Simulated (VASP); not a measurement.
# BiTe (Fm-3m) in VASP: electric field gradients with PBE

Aim: the electric field gradients of BiTe with PBE.

Everything below comes from runs of VASP 6.6.1. Logs are shortened: lines on timing, memory, paths and dates and some standing lists are left out, and cuts for length are marked.

**1. The cell of the first run**

It takes space group Fm-3m (No. 225, cubic). Conventional cell: a = 6.470 Å, b = 6.470 Å, c = 6.470 Å, α = 90.00°, β = 90.00°, γ = 90.00°. Within 4.3 Å of Bi (site symmetry m-3m) lie 6 Te at 3.23 Å. Te (site symmetry m-3m) has 6 Bi at 3.23 Å within 4.3 Å.

**2. Electric field gradients, PBE**

The input, INCAR:

```
SYSTEM = BiTe
PREC     = Accurate       ! precision mode
ENCUT    = 520            ! plane-wave cutoff, eV
EDIFF    = 1E-8           ! SCF threshold, eV
ISMEAR   = -1             ! smearing method
SIGMA    = 0.02           ! smearing width, eV
LREAL    = .FALSE.        ! projectors in reciprocal space
LASPH    = .TRUE.         ! aspherical terms in the spheres
NELM     = 60             ! most SCF steps
ALGO     = Normal         ! electronic algorithm
ISIF     = 2              ! what is computed and relaxed
LWAVE    = .FALSE.        ! write WAVECAR
LCHARG   = .FALSE.        ! write CHGCAR
GGA      = PE             ! functional
LEFG     = .TRUE.       
NBANDS   = 18             ! bands
```

The input, KPOINTS:

```
Automatic mesh
0
G
  12 12 12
  0 0 0
```

The input, POSCAR:

```
BiTe
1.0
    0.0000000000      3.2350000000      3.2350000000
    3.2350000000      0.0000000000      3.2350000000
    3.2350000000      3.2350000000      0.0000000000
Bi Te
1 1
Direct
    0.0000000000      0.0000000000      0.0000000000
    0.5000000000      0.5000000000      0.5000000000
```

Potentials or basis: VASP PAW PBE potentials, release 64 (Bi_d, Te).

Launch:

```console
> cat potpaw_PBE.64/Bi_d/POTCAR potpaw_PBE.64/Te/POTCAR > POTCAR
> mpirun -np 1 vasp_std > vasp.out
```

OUTCAR:

```text
SYSTEM = BiTe
   PREC = Accurate
   ENCUT = 520
   EDIFF = 1E-8
   ISMEAR = -1
   LREAL = .FALSE.
   LASPH = .TRUE.
   NELM = 60
   ISIF = 2
   GGA = PE

 ion  position               nearest neighbor table
   1  0.000  0.000  0.000-   2 3.23   2 3.23   2 3.23   2 3.23   2 3.23   2 3.23
   2  0.500  0.500  0.500-   1 3.23   1 3.23   1 3.23   1 3.23   1 3.23   1 3.23

  LATTYP: Found a face centered cubic cell.
 ALAT       =     6.4700000000

  Lattice vectors:

 A1 = (   0.0000000000,   3.2350000000,   3.2350000000)
 A2 = (   3.2350000000,   0.0000000000,   3.2350000000)
 A3 = (   3.2350000000,   3.2350000000,   0.0000000000)

Analysis of symmetry for initial positions (statically):
=====================================================================
 Subroutine PRICEL returns:
 Original cell was already a primitive cell.

 Routine SETGRP: Setting up the symmetry group for a
 face centered cubic supercell.

 Subroutine GETGRP returns: Found 48 space group operations
 (whereof 48 operations were pure point group operations)
 out of a pool of 48 trial point group operations.

The static configuration has the point symmetry O_h .

Analysis of symmetry for dynamics (positions and initial velocities):
=====================================================================
 Subroutine PRICEL returns:
 Original cell was already a primitive cell.

 Routine SETGRP: Setting up the symmetry group for a
 face centered cubic supercell.

 Subroutine GETGRP returns: Found 48 space group operations
 (whereof 48 operations were pure point group operations)
 out of a pool of 48 trial point group operations.

The dynamic configuration has the point symmetry O_h .

 Subroutine INISYM returns: Found 48 space group operations
 (whereof 48 operations are pure point group operations),
 and found     1 'primitive' translations

----------------------------------------------------------------------------------------

                                     Primitive cell

  volume of cell :      67.7100

  direct lattice vectors                    reciprocal lattice vectors
     0.000000000  3.235000000  3.235000000    -0.154559505  0.154559505  0.154559505
     3.235000000  0.000000000  3.235000000     0.154559505 -0.154559505  0.154559505
     3.235000000  3.235000000  0.000000000     0.154559505  0.154559505 -0.154559505

  length of vectors
     4.574980874  4.574980874  4.574980874     0.267704916  0.267704916  0.267704916

  position of ions in fractional coordinates (direct lattice)
     0.000000000  0.000000000  0.000000000
     0.500000000  0.500000000  0.500000000

  ion indices of the primitive-cell ions
   primitive index   ion index
                 1           1
                 2           2

----------------------------------------------------------------------------------------

 KPOINTS: Automatic mesh

Automatic generation of k-mesh.
 Grid dimensions read from file:
 generate k-points for:   12   12   12

 Generating k-lattice:

  Cartesian coordinates                     Fractional coordinates (reciprocal lattice)
    -0.012879959  0.012879959  0.012879959     0.083333333  0.000000000  0.000000000
     0.012879959 -0.012879959  0.012879959     0.000000000  0.083333333  0.000000000
     0.012879959  0.012879959 -0.012879959     0.000000000  0.000000000  0.083333333

  Length of vectors
     0.022308743  0.022308743  0.022308743

  Shift w.r.t. Gamma in fractional coordinates (k-lattice)
     0.000000000  0.000000000  0.000000000

 Subroutine IBZKPT returns following result:
 ===========================================

 Found     72 irreducible k-points:

 Following reciprocal coordinates:
            Coordinates               Weight
  0.000000  0.000000  0.000000      1.000000
  0.083333  0.000000  0.000000      8.000000
  0.166667  0.000000  0.000000      8.000000
  0.250000  0.000000  0.000000      8.000000
  0.333333  0.000000  0.000000      8.000000
  0.416667  0.000000  0.000000      8.000000
[... 16 lines left out ...]
  0.500000  0.166667  0.000000     24.000000
 -0.416667  0.166667  0.000000     24.000000
 [... further k-points ...]
   k-points           NKPTS =     72   k-points in BZ     NKDIM =     72   number of bands    NBANDS=     18
   number of dos      NEDOS =    301   number of ions     NIONS =      2
   total plane-waves  NPLWV =  46656
   dimension x,y,z NGX =    36 NGY =   36 NGZ =   36
   dimension x,y,z NGXF=    72 NGYF=   72 NGZF=   72
   ions per type =               1   1
   NGX,Y,Z   is equivalent  to a cutoff of  13.08, 13.08, 13.08 a.u.
   NGXF,Y,Z  is equivalent  to a cutoff of  26.16, 26.16, 26.16 a.u.
 SYSTEM =  BiTe
   PREC   = accura    normal or accurate (medium, high low for compatibility)
   ISTART =      0    job   : 0-new  1-cont  2-samecut
   ICHARG =      2    charge: 1-file 2-atom 10-const
   ISPIN  =      1    spin polarized calculation?
   LNONCOLLINEAR =      F non collinear calculations
   LSORBIT =      F    spin-orbit coupling
   LASPH  =      T    aspherical Exc in radial PAW
   ENCUT  =  520.0 eV  38.22 Ry    6.18 a.u.   8.51  8.51  8.51*2*pi/ulx,y,z
   NELM   =     60;   NELMIN=  2; NELMDL= -5     # of ELM steps
   EDIFF  = 0.1E-07   stopping-criterion for ELM
   LREAL  =      F    real-space projection
   EDIFFG = 0.1E-06   stopping-criterion for IOM
   NSW    =      0    number of steps for IOM
   IBRION =     -1    ionic relax: 0-MD 1-quasi-New 2-CG
   NFREE  =      0    steps in history (QN), initial steepest desc. (CG)
   ISIF   =      2    stress and relaxation
   ISYM   =      2    0-nonsym 1-usesym 2-fastsym
   POTIM  = 0.5000    time-step for ionic-motion
   TEBEG  =    0.0;   TEEND  =   0.0 temperature during run
   PSTRESS=    0.0 pullay stress
   NELECT =      21.0000    total number of electrons
   NUPDOWN=      -1.0000    fix difference up-down
   EMIN   =  10.00;   EMAX   =-10.00  energy-range for DOS
   EFERMI =   0.00;   METHOD = LEGACY
   ISMEAR =    -1;   SIGMA  =   0.02  broadening in eV -4-tet -1-fermi 0-gaus
   EFERMI_NEDOS =   21; number of points for ismear=-14 and -15
   IALGO  =     38    algorithm
   IMIX   =      4    mixing-type and parameters
     AMIX     =   0.40;   BMIX     =  1.00
     AMIX_MAG =   1.60;   BMIX_MAG =  1.00
  volume/ion in A,a.u.               =      33.86       228.46
  Fermi-wavevector in a.u.,A,eV,Ry     =   1.108146  2.094092 16.707785  1.227988
  Thomas-Fermi vector in A             =   2.244669
   LORBIT       =      0    0 simple, 1 ext, 2 COOP (PROOUT), +10 PAW based schemes
   GGA     = PE    functional components
   LHFCALC =     F    Hartree Fock is set to
   AEXX    =    0.0000 exact exchange contribution
   IVDW    =     0    specifies the selected vdW correction
   LEPSILON=     F    determine dielectric tensor
   LRPA    =     F    only Hartree local field effects (RPA)
 non-spin polarized calculation
  energy-cutoff  :      520.00
  volume of cell :       67.71
 maximum number of plane-waves:      1853
 NGX is ok and might be reduce to    36
   NGX = 17   NGY = 17   NGZ = 17

 number of electron      21.0000001 magnetization

 Free energy of the ion-electron system (eV)
  ---------------------------------------------------
  ext. energy  EPLUGINS =         0.00000000
  ---------------------------------------------------
  free energy    TOTEN  =        -7.17501692 eV

  energy without entropy =       -7.17350899  energy(sigma->0) =       -7.17426296

 E-fermi :   6.6469     XC(G=0):  -9.4346

 val. band max:        6.6422779719   @ k =  -0.2500   0.2500   0.0000
 cond. band min:       6.6906242646   @ k =   0.3333   0.0000   0.0000
 fundamental gap:      0.0483462927
 Fermi energy:         6.6468715339

 k-point     1 :       0.0000    0.0000    0.0000
  band No.  band energies     occupation
      1     -16.4984      2.00000
      2     -16.4984      2.00000
      3     -16.4954      2.00000
      4     -16.4954      2.00000
      5     -16.4954      2.00000
      6      -6.8739      2.00000
[... 10 lines left out ...]
     17      12.7656      0.00000
     18      13.2082      0.00000
[... 463 lines left out ...]
 k-point    24 :      -0.4167    0.1667    0.0000
  band No.  band energies     occupation
      1     -16.5043      2.00000
      2     -16.5014      2.00000
      3     -16.4925      2.00000
      4     -16.4894      2.00000
      5     -16.4883      2.00000
      6      -4.8935      2.00000
[... 10 lines left out ...]
     17      16.1277      0.00000
     18      17.3148      0.00000

 [... further k-points ...]

------------------------ aborting loop because EDIFF is reached ----------------------------------------

  FORCE on cell =-STRESS in cart. coord.  units (eV):
  Direction    XX          YY          ZZ          XY          YZ          ZX
  --------------------------------------------------------------------------------------
  -------------------------------------------------------------------------------------
  Total        0.2753639      0.2753639      0.2753639      0.0000000      0.0000000      0.0000000
  in kB        6.5157539      6.5157539      6.5157539      0.0000000      0.0000000      0.0000000
  external PRESSURE =       6.5157539 kB  Pullay stress =       0.0000000 kB

 VOLUME and BASIS-vectors are now :
 -----------------------------------------------------------------------------
  energy-cutoff  :      520.00
  volume of cell :       67.71
      direct lattice vectors                 reciprocal lattice vectors
     0.000000000  3.235000000  3.235000000    -0.154559505  0.154559505  0.154559505
     3.235000000  0.000000000  3.235000000     0.154559505 -0.154559505  0.154559505
     3.235000000  3.235000000  0.000000000     0.154559505  0.154559505 -0.154559505

 POSITION                                       TOTAL-FORCE (eV/Angst)
 -----------------------------------------------------------------------------------
      0.00000      0.00000      0.00000        -0.000000     -0.000000      0.000000
      3.23500      3.23500      3.23500         0.000000      0.000000      0.000000
 -----------------------------------------------------------------------------------
    total drift:                               -0.000000      0.000000      0.000000

  FREE ENERGIE OF THE ION-ELECTRON SYSTEM (eV)
  ---------------------------------------------------
  free  energy   TOTEN  =        -7.1750169210 eV

  energy  without entropy=       -7.1735089898  energy(sigma->0) =       -7.17426296

 Electric field gradients (V/A^2)
---------------------------------------------------------------------
 ion       V_xx      V_yy      V_zz      V_xy      V_xz      V_yz
---------------------------------------------------------------------
   1       0.000    -0.000    -0.000     0.000     0.000     0.000
   2      -0.000     0.000    -0.000    -0.000    -0.000    -0.000
---------------------------------------------------------------------

 Electric field gradients after diagonalization (V/A^2)
 (convention: |V_zz| > |V_xx| > |V_yy|)
----------------------------------------------------------------------
 ion       V_xx      V_yy      V_zz     asymmetry (V_yy - V_xx)/ V_zz
----------------------------------------------------------------------
   1      -0.000    -0.000     0.000       0.000
   2       0.000     0.000    -0.000       0.000
----------------------------------------------------------------------

           NMR quadrupolar parameters

 Cq : quadrupolar parameter    Cq=e*Q*V_zz/h
 eta: asymmetry parameters     (V_yy - V_xx)/ V_zz
 Q  : nuclear electric quadrupole moment in mb (millibarn)
----------------------------------------------------------------------
 ion       Cq(MHz)       eta       Q (mb)
----------------------------------------------------------------------
   1       0.000       0.000       1.000
   2      -0.000       0.000       1.000
----------------------------------------------------------------------
```

Run time: 3.8 min. Hardware: 1 thread of AMD EPYC 7R13, shared host; peak memory 0.23 GiB.

What came out:

```
Free energy                             : -7.1750 eV
Pressure                                : 0.7 GPa
Band gap on the k mesh                  : zero (an odd number of electrons rules out a gap without spin polarisation)
Largest electric field gradient by atom : under 0.05 V/Å² on every atom
```

Caveat: spin-orbit coupling is left out, which moves the levels of the heavy elements.

The gap in the log of VASP goes by the Fermi energy; the results here count the filled bands.